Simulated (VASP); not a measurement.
K2S:

```
S K
1.0
     0.00000    3.70276    3.70276
     3.70276    0.00000    3.70276
     3.70276    3.70276    0.00000
S K
1 2
Direct
  0.00000 0.00000 0.00000
  0.25000 0.25000 0.25000
  0.75000 0.75000 0.75000
```

Base run:

```yaml
Program: VASP 6.6.1
Functional: PBE
Potentials_or_basis: VASP PAW PBE potentials, release 64 (S, K_sv)
Cutoff: 500 eV
k_mesh: 6 × 6 × 6
Occupations: gaussian, width 0.01 eV
Spin: no spin polarisation
```

Its results: band gap on the k mesh 2.38 eV, indirect (least direct gap 2.57 eV); pressure 0.5 GPa.

Task: The run is repeated on the same cell with these changes: functional from PBE to r2SCAN; cutoff from 500 eV to 550 eV. What comes out?

Result: Band gap on the k mesh 2.76 eV, indirect (least direct gap 2.95 eV); pressure 0.0 GPa.

r2SCAN gives the wider gap, since meta-GGAs in the generalised Kohn-Sham scheme recover part of the derivative discontinuity.

Caveats: the PAW data sets were made with another functional, which shifts forces and pressure a little (some runs).

A k mesh can miss the band edges.
